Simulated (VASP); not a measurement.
The system is In3O2.

```
CELL_PARAMETERS angstrom
3.99336 0.00000 0.00000
-1.99668 3.45835 0.00000
0.00000 0.00000 6.21302
ATOMIC_POSITIONS crystal
In 0.00000 0.00000 0.00000
In 0.33333 0.66667 0.64500
In 0.66667 0.33333 0.35500
O 0.33333 0.66667 0.24500
O 0.66667 0.33333 0.75500
```

```yaml
Program: VASP 6.6.1
Task: relaxation of cell and atoms
Functional: PBE
Potentials_or_basis: VASP PAW PBE potentials, release 64 (In_d, O)
Cutoff: 600 eV
k_mesh: 6 × 6 × 4
Occupations: gaussian, width 0.1 eV
Spin: no spin polarisation
```

At the start: pressure 8.6 GPa; volume 17.16 Å³/atom.

Task: Where does the relaxation end?

Result: Over 43 steps the energy falls by 567.9 meV/atom and the volume is 18.62 Å³/atom (+8.5 %); space group P-3m1 (No. 164, to 0.1 Å) before and after.

The path:
```
step  energy change (eV)  largest force (eV/Å)  pressure (GPa)  volume (Å³)
   1              0.0000                1.1224            8.60        85.80
   3             -0.4014                0.5372           -1.49        99.39
   5             -0.7728                0.2389            0.70        96.93
   7             -0.8240                0.5970            3.96        94.87
   9             -1.0412                0.6938            1.63       101.80
  11             -1.0837                0.7788            1.09       103.45
  13             -1.1456                0.8223           -0.77       107.05
  15             -1.2552                0.7997           -3.18       110.81
  17             -1.6487                0.2664           -7.01       110.63
  19             -2.0649                0.6733           -4.63       100.12
  21             -2.1233                0.9174           -3.35        97.12
  23             -2.1897                0.8757           -1.31        94.31
  25             -2.2571                0.5634            0.69        92.78
  27             -2.4041                0.5504           -2.59        96.47
  29             -2.4167                0.5234           -4.76       101.45
  31             -2.5261                0.5521           -2.98       100.62
  33             -2.5393                0.5134           -2.40       100.42
  35             -2.5760                0.5886           -1.56        99.73
  37             -2.7907                0.4199           -0.28        95.38
  39             -2.8206                0.3255            1.08        92.93
  41             -2.8333                0.2463           -0.40        93.82
  43             -2.8397                0.0152            0.11        93.09
```

Final structure:
```yaml
crystal:
  lattice:
    - [3.71048, 0.00000, 0.00000]
    - [-1.85524, 3.21337, 0.00000]
    - [0.00000, 0.00000, 7.80741]
  atoms:
    - { symbol: In, position: [0.00000, 0.00000, 0.00000] }
    - { symbol: In, position: [0.33333, 0.66667, 0.68338] }
    - { symbol: In, position: [0.66667, 0.33333, 0.31662] }
    - { symbol: O, position: [0.33333, 0.66667, 0.38765] }
    - { symbol: O, position: [0.66667, 0.33333, 0.61235] }
```

Caveat: a cell axis changed by over 15 % at a fixed basis, so the end point is rough.
